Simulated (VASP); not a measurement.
# GaSb (F-43m) in VASP: single point with PBE

Aim: the single point of GaSb with PBE.

All numbers are computed with VASP 6.6.1; they aren't measurements. Logs are shortened: lines on timing, memory, paths and dates and some standing lists are left out, and cuts for length are marked.

### 1 The cell of the first run

It takes space group F-43m (No. 216, cubic). Conventional cell: a = 6.214 Å, b = 6.214 Å, c = 6.214 Å, α = 90.00°, β = 90.00°, γ = 90.00°. Ga (site symmetry -43m) has 4 Sb at 2.69 Å within 3.5 Å. Within 3.5 Å of Sb (site symmetry -43m) lie 4 Ga at 2.69 Å.

### 2 Single point, PBE

INCAR

```
SYSTEM = GaSb
PREC     = Accurate       ! precision mode
ENCUT    = 500            ! plane-wave cutoff, eV
EDIFF    = 1E-6           ! SCF threshold, eV
ISMEAR   = 0              ! smearing method
SIGMA    = 0.1            ! smearing width, eV
LREAL    = .FALSE.        ! projectors in reciprocal space
LASPH    = .TRUE.         ! aspherical terms in the spheres
NELM     = 120            ! most SCF steps
ALGO     = Normal         ! electronic algorithm
ISIF     = 2              ! what is computed and relaxed
LWAVE    = .FALSE.        ! write WAVECAR
LCHARG   = .FALSE.        ! write CHGCAR
GGA      = PE             ! functional
NBANDS   = 16             ! bands
GGA_COMPAT= .FALSE.
```

KPOINTS

```
regular mesh
0
G
  12 12 12
  0 0 0
```

POSCAR

```
GaSb
1.0
    0.0000000000      3.1071656521      3.1071656521
    3.1071656521      0.0000000000      3.1071656521
    3.1071656521      3.1071656521      0.0000000000
Ga Sb
1 1
Direct
    0.0000000000      0.0000000000      0.0000000000
    0.2500000000      0.2500000000      0.2500000000
```

Potentials or basis: VASP PAW PBE potentials, release 64 (Ga_d, Sb).

Launch:

```bash
$ cat potpaw_PBE.64/Ga_d/POTCAR potpaw_PBE.64/Sb/POTCAR > POTCAR
$ mpirun -np 1 vasp_std > vasp.out
```

OUTCAR:

```text
SYSTEM = GaSb
   PREC = Accurate
   ENCUT = 500
   EDIFF = 1E-6
   ISMEAR = 0
   LREAL = .FALSE.
   LASPH = .TRUE.
   NELM = 120
   ISIF = 2
   GGA = PE

 ion  position               nearest neighbor table
   1  0.000  0.000  0.000-   2 2.69   2 2.69   2 2.69   2 2.69
   2  0.250  0.250  0.250-   1 2.69   1 2.69   1 2.69   1 2.69

  LATTYP: Found a face centered cubic cell.
 ALAT       =     6.2143313042

  Lattice vectors:

 A1 = (   0.0000000000,   3.1071656521,   3.1071656521)
 A2 = (   3.1071656521,   0.0000000000,   3.1071656521)
 A3 = (   3.1071656521,   3.1071656521,   0.0000000000)

Analysis of symmetry for initial positions (statically):
=====================================================================
 Subroutine PRICEL returns:
 Original cell was already a primitive cell.

 Routine SETGRP: Setting up the symmetry group for a
 face centered cubic supercell.

 Subroutine GETGRP returns: Found 24 space group operations
 (whereof 24 operations were pure point group operations)
 out of a pool of 48 trial point group operations.

The static configuration has the point symmetry T_d .

Analysis of symmetry for dynamics (positions and initial velocities):
=====================================================================
 Subroutine PRICEL returns:
 Original cell was already a primitive cell.

 Routine SETGRP: Setting up the symmetry group for a
 face centered cubic supercell.

 Subroutine GETGRP returns: Found 24 space group operations
 (whereof 24 operations were pure point group operations)
 out of a pool of 48 trial point group operations.

The dynamic configuration has the point symmetry T_d .

 Subroutine INISYM returns: Found 24 space group operations
 (whereof 24 operations are pure point group operations),
 and found     1 'primitive' translations

----------------------------------------------------------------------------------------

                                     Primitive cell

  volume of cell :      59.9961

  direct lattice vectors                    reciprocal lattice vectors
     0.000000000  3.107165652  3.107165652    -0.160918360  0.160918360  0.160918360
     3.107165652  0.000000000  3.107165652     0.160918360 -0.160918360  0.160918360
     3.107165652  3.107165652  0.000000000     0.160918360  0.160918360 -0.160918360

  length of vectors
     4.394195806  4.394195806  4.394195806     0.278718775  0.278718775  0.278718775

  position of ions in fractional coordinates (direct lattice)
     0.000000000  0.000000000  0.000000000
     0.250000000  0.250000000  0.250000000

  ion indices of the primitive-cell ions
   primitive index   ion index
                 1           1
                 2           2

----------------------------------------------------------------------------------------

 KPOINTS: regular mesh

Automatic generation of k-mesh.
 Grid dimensions read from file:
 generate k-points for:   12   12   12

 Generating k-lattice:

  Cartesian coordinates                     Fractional coordinates (reciprocal lattice)
    -0.013409863  0.013409863  0.013409863     0.083333333  0.000000000  0.000000000
     0.013409863 -0.013409863  0.013409863     0.000000000  0.083333333  0.000000000
     0.013409863  0.013409863 -0.013409863     0.000000000  0.000000000  0.083333333

  Length of vectors
     0.023226565  0.023226565  0.023226565

  Shift w.r.t. Gamma in fractional coordinates (k-lattice)
     0.000000000  0.000000000  0.000000000

 Subroutine IBZKPT returns following result:
 ===========================================

 Found     72 irreducible k-points:

 Following reciprocal coordinates:
            Coordinates               Weight
  0.000000  0.000000  0.000000      1.000000
  0.083333  0.000000  0.000000      8.000000
  0.166667  0.000000  0.000000      8.000000
  0.250000  0.000000  0.000000      8.000000
  0.333333  0.000000  0.000000      8.000000
  0.416667  0.000000  0.000000      8.000000
[... 16 lines left out ...]
  0.500000  0.166667  0.000000     24.000000
 -0.416667  0.166667  0.000000     24.000000
 [... further k-points ...]
   k-points           NKPTS =     72   k-points in BZ     NKDIM =     72   number of bands    NBANDS=     16
   number of dos      NEDOS =    301   number of ions     NIONS =      2
   total plane-waves  NPLWV =  32768
   dimension x,y,z NGX =    32 NGY =   32 NGZ =   32
   dimension x,y,z NGXF=    64 NGYF=   64 NGZF=   64
   ions per type =               1   1
   NGX,Y,Z   is equivalent  to a cutoff of  12.11, 12.11, 12.11 a.u.
   NGXF,Y,Z  is equivalent  to a cutoff of  24.21, 24.21, 24.21 a.u.
 SYSTEM =  GaSb
   PREC   = accura    normal or accurate (medium, high low for compatibility)
   ISTART =      0    job   : 0-new  1-cont  2-samecut
   ICHARG =      2    charge: 1-file 2-atom 10-const
   ISPIN  =      1    spin polarized calculation?
   LNONCOLLINEAR =      F non collinear calculations
   LSORBIT =      F    spin-orbit coupling
   LASPH  =      T    aspherical Exc in radial PAW
   ENCUT  =  500.0 eV  36.75 Ry    6.06 a.u.   8.01  8.01  8.01*2*pi/ulx,y,z
   NELM   =    120;   NELMIN=  2; NELMDL= -5     # of ELM steps
   EDIFF  = 0.1E-05   stopping-criterion for ELM
   LREAL  =      F    real-space projection
   EDIFFG = 0.1E-04   stopping-criterion for IOM
   NSW    =      0    number of steps for IOM
   IBRION =     -1    ionic relax: 0-MD 1-quasi-New 2-CG
   NFREE  =      0    steps in history (QN), initial steepest desc. (CG)
   ISIF   =      2    stress and relaxation
   ISYM   =      2    0-nonsym 1-usesym 2-fastsym
   POTIM  = 0.5000    time-step for ionic-motion
   TEBEG  =    0.0;   TEEND  =   0.0 temperature during run
   PSTRESS=    0.0 pullay stress
   NELECT =      18.0000    total number of electrons
   NUPDOWN=      -1.0000    fix difference up-down
   EMIN   =  10.00;   EMAX   =-10.00  energy-range for DOS
   EFERMI =   0.00;   METHOD = LEGACY
   ISMEAR =     0;   SIGMA  =   0.10  broadening in eV -4-tet -1-fermi 0-gaus
   EFERMI_NEDOS =   21; number of points for ismear=-14 and -15
   IALGO  =     38    algorithm
   IMIX   =      4    mixing-type and parameters
     AMIX     =   0.40;   BMIX     =  1.00
     AMIX_MAG =   1.60;   BMIX_MAG =  1.00
  volume/ion in A,a.u.               =      30.00       202.44
  Fermi-wavevector in a.u.,A,eV,Ry     =   1.095951  2.071048 16.342084  1.201109
  Thomas-Fermi vector in A             =   2.232284
   LORBIT       =      0    0 simple, 1 ext, 2 COOP (PROOUT), +10 PAW based schemes
   GGA     = PE    functional components
   LHFCALC =     F    Hartree Fock is set to
   AEXX    =    0.0000 exact exchange contribution
   IVDW    =     0    specifies the selected vdW correction
   LEPSILON=     F    determine dielectric tensor
   LRPA    =     F    only Hartree local field effects (RPA)
 non-spin polarized calculation
 Gauss-broadening in eV      SIGMA  =   0.10
  energy-cutoff  :      500.00
  volume of cell :       60.00
 maximum number of plane-waves:      1546
   NGX = 17   NGY = 17   NGZ = 17

 number of electron      18.0000015 magnetization

 Free energy of the ion-electron system (eV)
  ---------------------------------------------------
  ext. energy  EPLUGINS =         0.00000000
  ---------------------------------------------------
  free energy    TOTEN  =        -7.37301668 eV

  energy without entropy =       -7.37287981  energy(sigma->0) =       -7.37294825

 E-fermi :   4.4514     XC(G=0):  -8.8863

 val. band max:        4.4018660927   @ k =   0.0000   0.0000   0.0000
 cond. band min:       4.7120705614   @ k =   0.5000   0.0000   0.0000
 fundamental gap:      0.3102044687
 Fermi energy:         4.4513804217

 k-point     1 :       0.0000    0.0000    0.0000
  band No.  band energies     occupation
      1     -10.5455      2.00000
      2     -10.5455      2.00000
      3     -10.5455      2.00000
      4     -10.5025      2.00000
      5     -10.5025      2.00000
      6      -6.7583      2.00000
[... 8 lines left out ...]
     15      12.9051      0.00000
     16      12.9051      0.00000

 k-point     2 :       0.0833    0.0000    0.0000
  band No.  band energies     occupation
      1     -10.5470      2.00000
      2     -10.5448      2.00000
      3     -10.5448      2.00000
      4     -10.5026      2.00000
      5     -10.5026      2.00000
      6      -6.6909      2.00000
[... 8 lines left out ...]
     15      12.4294      0.00000
     16      12.4294      0.00000

 k-point     3 :       0.1667    0.0000    0.0000
  band No.  band energies     occupation
      1     -10.5512      2.00000
      2     -10.5429      2.00000
      3     -10.5429      2.00000
      4     -10.5028      2.00000
      5     -10.5028      2.00000
      6      -6.4929      2.00000
[... 8 lines left out ...]
     15      11.9758      0.00000
     16      11.9758      0.00000

 k-point     4 :       0.2500    0.0000    0.0000
  band No.  band energies     occupation
      1     -10.5569      2.00000
      2     -10.5405      2.00000
      3     -10.5405      2.00000
      4     -10.5028      2.00000
      5     -10.5028      2.00000
      6      -6.1801      2.00000
[... 8 lines left out ...]
     15      11.9474      0.00000
     16      11.9474      0.00000
[... 324 lines left out ...]
 k-point    22 :       0.4167    0.1667    0.0000
  band No.  band energies     occupation
      1     -10.5688      2.00000
      2     -10.5351      2.00000
      3     -10.5339      2.00000
      4     -10.5056      2.00000
      5     -10.5012      2.00000
      6      -5.4404      2.00000
[... 8 lines left out ...]
     15      13.3400      0.00000
     16      14.1315      0.00000

 k-point    23 :       0.5000    0.1667    0.0000
  band No.  band energies     occupation
      1     -10.5708      2.00000
      2     -10.5345      2.00000
      3     -10.5333      2.00000
      4     -10.5047      2.00000
      5     -10.5017      2.00000
      6      -5.1233      2.00000
[... 8 lines left out ...]
     15      13.9583      0.00000
     16      14.1832      0.00000

 k-point    24 :      -0.4167    0.1667    0.0000
  band No.  band energies     occupation
      1     -10.5706      2.00000
      2     -10.5345      2.00000
      3     -10.5337      2.00000
      4     -10.5038      2.00000
      5     -10.5025      2.00000
      6      -5.0719      2.00000
[... 8 lines left out ...]
     15      12.9852      0.00000
     16      13.4297      0.00000

 [... further k-points ...]

------------------------ aborting loop because EDIFF is reached ----------------------------------------

  FORCE on cell =-STRESS in cart. coord.  units (eV):
  Direction    XX          YY          ZZ          XY          YZ          ZX
  --------------------------------------------------------------------------------------
  -------------------------------------------------------------------------------------
  Total        0.0210211      0.0210211      0.0210211      0.0000000      0.0000000      0.0000000
  in kB        0.5613609      0.5613609      0.5613609      0.0000000      0.0000000      0.0000000
  external PRESSURE =       0.5613609 kB  Pullay stress =       0.0000000 kB

 VOLUME and BASIS-vectors are now :
 -----------------------------------------------------------------------------
  energy-cutoff  :      500.00
  volume of cell :       60.00
      direct lattice vectors                 reciprocal lattice vectors
     0.000000000  3.107165652  3.107165652    -0.160918360  0.160918360  0.160918360
     3.107165652  0.000000000  3.107165652     0.160918360 -0.160918360  0.160918360
     3.107165652  3.107165652  0.000000000     0.160918360  0.160918360 -0.160918360

 POSITION                                       TOTAL-FORCE (eV/Angst)
 -----------------------------------------------------------------------------------
      0.00000      0.00000      0.00000        -0.000000      0.000000      0.000000
      1.55358      1.55358      1.55358         0.000000     -0.000000     -0.000000
 -----------------------------------------------------------------------------------
    total drift:                                0.000001      0.000001      0.000001

  FREE ENERGIE OF THE ION-ELECTRON SYSTEM (eV)
  ---------------------------------------------------
  free  energy   TOTEN  =        -7.3730166826 eV

  energy  without entropy=       -7.3728798127  energy(sigma->0) =       -7.37294825
```

It took 74 s on 1 thread of Intel Xeon 8259CL, shared host; peak memory 0.22 GiB.

Results:

```yaml
Free_energy: -7.3730 eV
Pressure: 0.1 GPa
Band_gap_on_the_k_mesh: zero (filled and empty bands touch)
```

Caveat: semilocal functionals underestimate gaps, and a narrow one can read as zero; spin-orbit coupling is left out, which moves the levels of the heavy elements.

The gap in the log of VASP goes by the Fermi energy; the results here count the filled bands.